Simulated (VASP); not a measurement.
# Si2W3 (P4/mbm) in VASP: notebook

The runs below take Si2W3 through single point, with PBEsol.

Everything below comes from runs of VASP 6.6.1. Logs are shortened: lines on timing, memory, paths and dates and some standing lists are left out, and cuts for length are marked.

### Step 1. The cell of the first run

The structure is tetragonal, space group P4/mbm (No. 127). Conventional cell: a = 6.582 Å, b = 6.582 Å, c = 3.275 Å, α = 90.00°, β = 90.00°, γ = 90.00°. Si (site symmetry m2m) has 3 Si at 2.50 to 3.27 Å and 8 W at 2.52 to 2.57 Å within 3.3 Å. Within 3.4 Å of W (site symmetry 4/m) lie 4 Si at 2.57 Å and 10 W at 2.97 to 3.27 Å. W (site symmetry m2m) has 6 Si at 2.52 to 2.54 Å and 7 W at 2.97 to 3.27 Å within 3.3 Å.

### Step 2. Single point, PBEsol

INCAR

```
SYSTEM = Si2W3
ALGO     = Fast           ! electronic algorithm
EDIFF    = 1E-6           ! SCF threshold, eV
ENCUT    = 520            ! plane-wave cutoff, eV
GGA      = PS             ! functional
ISIF     = 2              ! what is computed and relaxed
ISMEAR   = 0              ! smearing method
LASPH    = .TRUE.         ! aspherical terms in the spheres
LCHARG   = .TRUE.         ! write CHGCAR
LELF     = .TRUE.         ! ELF
LREAL    = .FALSE.        ! projectors in reciprocal space
LVHAR    = .TRUE.       
LWAVE    = .FALSE.        ! write WAVECAR
NBANDS   = 61             ! bands
NELM     = 60             ! most SCF steps
PREC     = Accurate       ! precision mode
SIGMA    = 0.1            ! smearing width, eV
```

KPOINTS

```
k-points
0
G
  6 6 10
  0 0 0
```

POSCAR

```
Si2W3
1.0
    6.5824376067      0.0000000000      0.0000000000
    0.0000000000      6.5824376067      0.0000000000
    0.0000000000      0.0000000000      3.2749106405
Si W
4 6
Direct
    0.1340783106      0.6340783106      0.0000000000
    0.8659216894      0.3659216894      0.0000000000
    0.6340783106      0.8659216894      0.0000000000
    0.3659216894      0.1340783106      0.0000000000
    0.5000000000      0.5000000000      0.0000000000
    0.0000000000      0.0000000000      0.0000000000
    0.6598576525      0.1598576525      0.5000000000
    0.3401423475      0.8401423475      0.5000000000
    0.1598576525      0.3401423475      0.5000000000
    0.8401423475      0.6598576525      0.5000000000
```

Potentials or basis: VASP PAW PBE potentials, release 64 (Si, W_sv).

On the command line:

```
$ cat potpaw_PBE.64/Si/POTCAR potpaw_PBE.64/W_sv/POTCAR > POTCAR
$ mpirun -np 1 vasp_std > vasp.out
```

OUTCAR:

```text
SYSTEM = Si2W3
   EDIFF = 1E-6
   ENCUT = 520
   GGA = PS
   ISIF = 2
   ISMEAR = 0
   LASPH = .TRUE.
   LREAL = .FALSE.
   NELM = 60
   PREC = Accurate

 ion  position               nearest neighbor table
   1  0.134  0.634  0.000-   2 2.50   8 2.52   8 2.52  10 2.54   9 2.54   9 2.54  10 2.54   5 2.57
                             6 2.57
   2  0.866  0.366  0.000-   1 2.50   7 2.52   7 2.52  10 2.54   9 2.54   9 2.54  10 2.54   5 2.57
                             6 2.57
   3  0.634  0.866  0.000-   4 2.50  10 2.52  10 2.52   7 2.54   7 2.54   8 2.54   8 2.54   5 2.57
                             6 2.57
   4  0.366  0.134  0.000-   3 2.50   9 2.52   9 2.52   7 2.54   7 2.54   8 2.54   8 2.54   5 2.57
                             6 2.57
   5  0.500  0.500  0.000-   1 2.57   2 2.57   3 2.57   4 2.57   7 2.97   8 2.97   9 2.97  10 2.97
                             7 2.97   8 2.97   9 2.97  10 2.97
   6  0.000  0.000  0.000-   1 2.57   2 2.57   3 2.57   4 2.57   7 2.97   8 2.97   9 2.97  10 2.97
                             7 2.97   8 2.97   9 2.97  10 2.97
   7  0.660  0.160  0.500-   2 2.52   2 2.52   4 2.54   3 2.54   3 2.54   4 2.54   6 2.97   5 2.97
                             5 2.97   6 2.97   8 2.98
   8  0.340  0.840  0.500-   1 2.52   1 2.52   4 2.54   3 2.54   3 2.54   4 2.54   6 2.97   5 2.97
                             5 2.97   6 2.97   7 2.98
   9  0.160  0.340  0.500-   4 2.52   4 2.52   1 2.54   1 2.54   2 2.54   2 2.54   6 2.97   5 2.97
                             5 2.97   6 2.97  10 2.98
  10  0.840  0.660  0.500-   3 2.52   3 2.52   1 2.54   1 2.54   2 2.54   2 2.54   6 2.97   5 2.97
                             5 2.97   6 2.97   9 2.98

  LATTYP: Found a simple tetragonal cell.
 ALAT       =     6.5824376067
 C/A-ratio  =     0.4975224736

  Lattice vectors:

 A1 = (   6.5824376067,   0.0000000000,   0.0000000000)
 A2 = (   0.0000000000,   6.5824376067,   0.0000000000)
 A3 = (   0.0000000000,   0.0000000000,   3.2749106405)

Analysis of symmetry for initial positions (statically):
=====================================================================
 Subroutine PRICEL returns:
 Original cell was already a primitive cell.

 Routine SETGRP: Setting up the symmetry group for a
 simple tetragonal supercell.

 Subroutine GETGRP returns: Found 16 space group operations
 (whereof  8 operations were pure point group operations)
 out of a pool of 16 trial point group operations.

The static configuration has the point symmetry C_4h.
 The point group associated with its full space group is D_4h.

Analysis of symmetry for dynamics (positions and initial velocities):
=====================================================================
 Subroutine PRICEL returns:
 Original cell was already a primitive cell.

 Routine SETGRP: Setting up the symmetry group for a
 simple tetragonal supercell.

 Subroutine GETGRP returns: Found 16 space group operations
 (whereof  8 operations were pure point group operations)
 out of a pool of 16 trial point group operations.

The dynamic configuration has the point symmetry C_4h.
 The point group associated with its full space group is D_4h.

 Subroutine INISYM returns: Found 16 space group operations
 (whereof  8 operations are pure point group operations),
 and found     1 'primitive' translations

----------------------------------------------------------------------------------------

                                     Primitive cell

  volume of cell :     141.8969

  direct lattice vectors                    reciprocal lattice vectors
     6.582437607  0.000000000  0.000000000     0.151919404  0.000000000  0.000000000
     0.000000000  6.582437607  0.000000000     0.000000000  0.151919404  0.000000000
     0.000000000  0.000000000  3.274910640     0.000000000  0.000000000  0.305351843

  length of vectors
     6.582437607  6.582437607  3.274910640     0.151919404  0.151919404  0.305351843

  position of ions in fractional coordinates (direct lattice)
     0.134078311  0.634078311  0.000000000
     0.865921689  0.365921689  0.000000000
     0.634078311  0.865921689  0.000000000
     0.365921689  0.134078311  0.000000000
     0.500000000  0.500000000  0.000000000
     0.000000000  0.000000000  0.000000000
     0.659857653  0.159857653  0.500000000
     0.340142347  0.840142347  0.500000000
     0.159857653  0.340142347  0.500000000
     0.840142347  0.659857653  0.500000000

  ion indices of the primitive-cell ions
   primitive index   ion index
                 1           1
                 2           2
                 3           3
                 4           4
                 5           5
                 6           6
                 7           7
                 8           8
                 9           9
                10          10

----------------------------------------------------------------------------------------

 KPOINTS: k-points

Automatic generation of k-mesh.
 Grid dimensions read from file:
 generate k-points for:    6    6   10

 Generating k-lattice:

  Cartesian coordinates                     Fractional coordinates (reciprocal lattice)
     0.025319901  0.000000000  0.000000000     0.166666667  0.000000000  0.000000000
     0.000000000  0.025319901  0.000000000     0.000000000  0.166666667  0.000000000
     0.000000000  0.000000000  0.030535184     0.000000000  0.000000000  0.100000000

  Length of vectors
     0.025319901  0.025319901  0.030535184

  Shift w.r.t. Gamma in fractional coordinates (k-lattice)
     0.000000000  0.000000000  0.000000000

 Subroutine IBZKPT returns following result:
 ===========================================

 Found     60 irreducible k-points:

 Following reciprocal coordinates:
            Coordinates               Weight
  0.000000  0.000000  0.000000      1.000000
  0.166667  0.000000  0.000000      4.000000
  0.333333  0.000000  0.000000      4.000000
  0.500000  0.000000  0.000000      2.000000
  0.166667  0.166667  0.000000      4.000000
  0.333333  0.166667  0.000000      8.000000
[... 16 lines left out ...]
  0.333333  0.000000  0.200000      8.000000
  0.500000  0.000000  0.200000      4.000000
 [... further k-points ...]
   k-points           NKPTS =     60   k-points in BZ     NKDIM =     60   number of bands    NBANDS=     61
   number of dos      NEDOS =    301   number of ions     NIONS =     10
   total plane-waves  NPLWV =  60000
   dimension x,y,z NGX =    50 NGY =   50 NGZ =   24
   dimension x,y,z NGXF=   100 NGYF=  100 NGZF=   48
   ions per type =               4   6
   NGX,Y,Z   is equivalent  to a cutoff of  12.63, 12.63, 12.18 a.u.
   NGXF,Y,Z  is equivalent  to a cutoff of  25.26, 25.26, 24.37 a.u.
 SYSTEM =  Si2W3
   PREC   = accura    normal or accurate (medium, high low for compatibility)
   ISTART =      0    job   : 0-new  1-cont  2-samecut
   ICHARG =      2    charge: 1-file 2-atom 10-const
   ISPIN  =      1    spin polarized calculation?
   LNONCOLLINEAR =      F non collinear calculations
   LSORBIT =      F    spin-orbit coupling
   LASPH  =      T    aspherical Exc in radial PAW
   ENCUT  =  520.0 eV  38.22 Ry    6.18 a.u.  12.24 12.24  6.09*2*pi/ulx,y,z
   NELM   =     60;   NELMIN=  2; NELMDL= -5     # of ELM steps
   EDIFF  = 0.1E-05   stopping-criterion for ELM
   LREAL  =      F    real-space projection
   EDIFFG = 0.1E-04   stopping-criterion for IOM
   NSW    =      0    number of steps for IOM
   IBRION =     -1    ionic relax: 0-MD 1-quasi-New 2-CG
   NFREE  =      0    steps in history (QN), initial steepest desc. (CG)
   ISIF   =      2    stress and relaxation
   ISYM   =      2    0-nonsym 1-usesym 2-fastsym
   POTIM  = 0.5000    time-step for ionic-motion
   TEBEG  =    0.0;   TEEND  =   0.0 temperature during run
   PSTRESS=    0.0 pullay stress
   NELECT =     100.0000    total number of electrons
   NUPDOWN=      -1.0000    fix difference up-down
   EMIN   =  10.00;   EMAX   =-10.00  energy-range for DOS
   EFERMI =   0.00;   METHOD = LEGACY
   ISMEAR =     0;   SIGMA  =   0.10  broadening in eV -4-tet -1-fermi 0-gaus
   EFERMI_NEDOS =   21; number of points for ismear=-14 and -15
   IALGO  =     68    algorithm
   IMIX   =      4    mixing-type and parameters
     AMIX     =   0.40;   BMIX     =  1.00
     AMIX_MAG =   1.60;   BMIX_MAG =  1.00
  volume/ion in A,a.u.               =      14.19        95.76
  Fermi-wavevector in a.u.,A,eV,Ry     =   1.456858  2.753062 28.877479  2.122435
  Thomas-Fermi vector in A             =   2.573727
   LORBIT       =      0    0 simple, 1 ext, 2 COOP (PROOUT), +10 PAW based schemes
   GGA     = PS    functional components
   LHFCALC =     F    Hartree Fock is set to
   AEXX    =    0.0000 exact exchange contribution
   IVDW    =     0    specifies the selected vdW correction
   LEPSILON=     F    determine dielectric tensor
   LRPA    =     F    only Hartree local field effects (RPA)
 non-spin polarized calculation
 RMM-DIIS sequential band-by-band and
 Gauss-broadening in eV      SIGMA  =   0.10
  energy-cutoff  :      520.00
  volume of cell :      141.90
 maximum number of plane-waves:      3848
 NGX is ok and might be reduce to    50
   NGX = 25   NGY = 25   NGZ = 13

 number of electron     100.0000001 magnetization

 Free energy of the ion-electron system (eV)
  ---------------------------------------------------
  ext. energy  EPLUGINS =         0.00000000
  ---------------------------------------------------
  free energy    TOTEN  =      -106.25516297 eV

  energy without entropy =     -106.22861593  energy(sigma->0) =     -106.24188945

 E-fermi :  11.9599     XC(G=0): -13.1789

 val. band max:       11.9449478607   @ k =   0.5000   0.3333   0.0000
 cond. band min:      11.9652664519   @ k =   0.5000   0.5000   0.0000
 fundamental gap:      0.0203185912
 Fermi energy:        11.9598933952

 k-point     1 :       0.0000    0.0000    0.0000
  band No.  band energies     occupation
      1     -62.3294      2.00000
      2     -62.3219      2.00000
      3     -62.3132      2.00000
      4     -62.3132      2.00000
      5     -62.0449      2.00000
      6     -62.0416      2.00000
[... 1525 lines left out ...]
     60      14.2456      0.00000
     61      14.9455      0.00000

 [... further k-points ...]

------------------------ aborting loop because EDIFF is reached ----------------------------------------

  FORCE on cell =-STRESS in cart. coord.  units (eV):
  Direction    XX          YY          ZZ          XY          YZ          ZX
  --------------------------------------------------------------------------------------
  -------------------------------------------------------------------------------------
  Total        0.3650999      0.3650999      0.3725802      0.0000000     -0.0000000      0.0000000
  in kB        4.1223924      4.1223924      4.2068532      0.0000000     -0.0000000      0.0000000
  external PRESSURE =       4.1505460 kB  Pullay stress =       0.0000000 kB

 VOLUME and BASIS-vectors are now :
 -----------------------------------------------------------------------------
  energy-cutoff  :      520.00
  volume of cell :      141.90
      direct lattice vectors                 reciprocal lattice vectors
     6.582437607  0.000000000  0.000000000     0.151919404  0.000000000  0.000000000
     0.000000000  6.582437607  0.000000000     0.000000000  0.151919404  0.000000000
     0.000000000  0.000000000  3.274910640     0.000000000  0.000000000  0.305351843

 POSITION                                       TOTAL-FORCE (eV/Angst)
 -----------------------------------------------------------------------------------
      0.88256      4.17378      0.00000        -0.001818     -0.001818     -0.000000
      5.69988      2.40866      0.00000         0.001818      0.001818      0.000000
      4.17378      5.69988      0.00000        -0.001818      0.001818     -0.000000
      2.40866      0.88256      0.00000         0.001818     -0.001818      0.000000
      3.29122      3.29122      0.00000         0.000000      0.000000     -0.000000
      0.00000      0.00000      0.00000         0.000000      0.000000     -0.000000
      4.34347      1.05225      1.63746         0.000619      0.000619     -0.000000
      2.23897      5.53018      1.63746        -0.000619     -0.000619      0.000000
      1.05225      2.23897      1.63746         0.000619     -0.000619      0.000000
      5.53018      4.34347      1.63746        -0.000619      0.000619     -0.000000
 -----------------------------------------------------------------------------------
    total drift:                               -0.000000      0.000000      0.000000

  FREE ENERGIE OF THE ION-ELECTRON SYSTEM (eV)
  ---------------------------------------------------
  free  energy   TOTEN  =      -106.2551629694 eV

  energy  without entropy=     -106.2286159309  energy(sigma->0) =     -106.24188945
```

Wall time 6.3 min (1 thread of AMD EPYC 9R45 (Zen 5), shared host); peak memory 0.45 GiB.

What came out:

| Property | Result |
| --- | --- |
| Free energy | -106.2552 eV |
| Pressure | 0.4 GPa |
| Band gap on the k mesh | zero (bands 50 and 51 overlap by 1.71 eV) |

Forces on the atoms (eV/Å):
```
Si  -0.002 -0.002  0.000
Si   0.002  0.002  0.000
Si  -0.002  0.002  0.000
Si   0.002 -0.002  0.000
W    0.000  0.000  0.000
W    0.000  0.000  0.000
W    0.001  0.001  0.000
W   -0.001 -0.001  0.000
W    0.001 -0.001  0.000
W   -0.001  0.001  0.000
```

Caveat: the PAW data sets were made with another functional, which shifts forces and pressure a little; spin-orbit coupling is left out, which moves the levels of the heavy elements.

### Step 3. Single point, PBEsol

INCAR

```
SYSTEM = Si2W3
PREC = Accurate
ENCUT = 520
EDIFF = 1E-6
ISMEAR = 0
SIGMA = 0.15
LREAL = .False.
LASPH = .True.
NELM = 80
ALGO = Fast
ISIF = 2
LWAVE = .False.
LCHARG = .False.
GGA = PS
NBANDS = 61
```

KPOINTS

```
Automatic mesh
0
Gamma
  6 6 12
  0 0 0
```

POSCAR is that of step 2.

Potentials or basis: VASP PAW PBE potentials, release 64 (Si, W_sv).

On the command line:

```
$ cat potpaw_PBE.64/Si/POTCAR potpaw_PBE.64/W_sv/POTCAR > POTCAR
$ mpirun -np 1 vasp_std > vasp.out
```

OUTCAR:

```text
SYSTEM = Si2W3
   PREC = Accurate
   ENCUT = 520
   EDIFF = 1E-6
   ISMEAR = 0
   LREAL = .False.
   LASPH = .True.
   NELM = 80
   ISIF = 2
   GGA = PS

 ion  position               nearest neighbor table
   1  0.134  0.634  0.000-   2 2.50   8 2.52   8 2.52  10 2.54   9 2.54   9 2.54  10 2.54   5 2.57
                             6 2.57
   2  0.866  0.366  0.000-   1 2.50   7 2.52   7 2.52  10 2.54   9 2.54   9 2.54  10 2.54   5 2.57
                             6 2.57
   3  0.634  0.866  0.000-   4 2.50  10 2.52  10 2.52   7 2.54   7 2.54   8 2.54   8 2.54   5 2.57
                             6 2.57
[... 1773 lines left out ...]

 VOLUME and BASIS-vectors are now :
 -----------------------------------------------------------------------------
  energy-cutoff  :      520.00
  volume of cell :      141.90
      direct lattice vectors                 reciprocal lattice vectors
     6.582437607  0.000000000  0.000000000     0.151919404  0.000000000  0.000000000
     0.000000000  6.582437607  0.000000000     0.000000000  0.151919404  0.000000000
     0.000000000  0.000000000  3.274910640     0.000000000  0.000000000  0.305351843

 POSITION                                       TOTAL-FORCE (eV/Angst)
 -----------------------------------------------------------------------------------
      0.88256      4.17378      0.00000         0.009847      0.009847      0.000000
      5.69988      2.40866      0.00000        -0.009847     -0.009847     -0.000000
      4.17378      5.69988      0.00000         0.009847     -0.009847      0.000000
      2.40866      0.88256      0.00000        -0.009847      0.009847     -0.000000
      3.29122      3.29122      0.00000         0.000000      0.000000      0.000000
      0.00000      0.00000      0.00000         0.000000      0.000000      0.000000
      4.34347      1.05225      1.63746         0.020248      0.020248     -0.000000
      2.23897      5.53018      1.63746        -0.020248     -0.020248      0.000000
      1.05225      2.23897      1.63746         0.020248     -0.020248      0.000000
      5.53018      4.34347      1.63746        -0.020248      0.020248     -0.000000
 -----------------------------------------------------------------------------------
    total drift:                               -0.000000      0.000000      0.000000

  FREE ENERGIE OF THE ION-ELECTRON SYSTEM (eV)
  ---------------------------------------------------
  free  energy   TOTEN  =      -106.2714670966 eV

  energy  without entropy=     -106.2085827325  energy(sigma->0) =     -106.24002491
```

OSZICAR:

```text
N       E                     dE             d eps       ncg     rms          rms(c)
DAV:   1     0.123868329966E+04    0.12387E+04   -0.54557E+04  8548   0.181E+03
DAV:   2    -0.202899264320E+02   -0.12590E+04   -0.12272E+04  8641   0.570E+02
DAV:   3    -0.108611656529E+03   -0.88322E+02   -0.83914E+02 10180   0.136E+02
DAV:   4    -0.112465319120E+03   -0.38537E+01   -0.37080E+01 10496   0.232E+01
DAV:   5    -0.112568504385E+03   -0.10319E+00   -0.10222E+00 10393   0.369E+00    0.587E+01
RMM:   6    -0.106447155929E+03    0.61213E+01   -0.17616E+01  9567   0.154E+01    0.219E+01
RMM:   7    -0.106429535834E+03    0.17620E-01   -0.91086E+00 10428   0.877E+00    0.288E+00
RMM:   8    -0.106294885204E+03    0.13465E+00   -0.11153E+00 10405   0.385E+00    0.268E+00
RMM:   9    -0.106279834134E+03    0.15051E-01   -0.37221E-01 10837   0.189E+00    0.185E+00
RMM:  10    -0.106274383843E+03    0.54503E-02   -0.19282E-01 10830   0.156E+00    0.501E-01
RMM:  11    -0.106273990391E+03    0.39345E-03   -0.29109E-02 12183   0.514E-01    0.474E-01
RMM:  12    -0.106271873241E+03    0.21171E-02   -0.29228E-02 10535   0.581E-01    0.311E-01
RMM:  13    -0.106271610987E+03    0.26225E-03   -0.27271E-03 11226   0.216E-01    0.149E-01
RMM:  14    -0.106271464569E+03    0.14642E-03   -0.76210E-04 10762   0.107E-01    0.591E-02
RMM:  15    -0.106271466598E+03   -0.20298E-05   -0.29537E-04 10997   0.590E-02    0.139E-02
RMM:  16    -0.106271466564E+03    0.34830E-07   -0.47936E-05 10754   0.310E-02    0.118E-02
RMM:  17    -0.106271467029E+03   -0.46504E-06   -0.13995E-05 10369   0.151E-02    0.801E-03
RMM:  18    -0.106271467097E+03   -0.67868E-07   -0.24588E-06  7157   0.560E-03
   1 F= -.10627147E+03 E0= -.10624002E+03  d E =-.628844E-01
```

It took 7.8 min on 1 thread of AMD EPYC 9R45 (Zen 5), shared host; peak memory 0.5 GiB.

Results:

```yaml
Free_energy: -106.2715 eV
Pressure: 0.4 GPa
Largest_force: 0.029 eV/Å
Band_gap_on_the_k_mesh: zero (bands 50 and 51 overlap by 1.70 eV)
```

Forces on the atoms (eV/Å):
```
Si   0.010  0.010  0.000
Si  -0.010 -0.010  0.000
Si   0.010 -0.010  0.000
Si  -0.010  0.010  0.000
W    0.000  0.000  0.000
W    0.000  0.000  0.000
W    0.020  0.020  0.000
W   -0.020 -0.020  0.000
W    0.020 -0.020  0.000
W   -0.020  0.020  0.000
```

Caveat: the PAW data sets were made with another functional, which shifts forces and pressure a little; spin-orbit coupling is left out, which moves the levels of the heavy elements.

The gap in the log of VASP goes by the Fermi energy; the results here count the filled bands.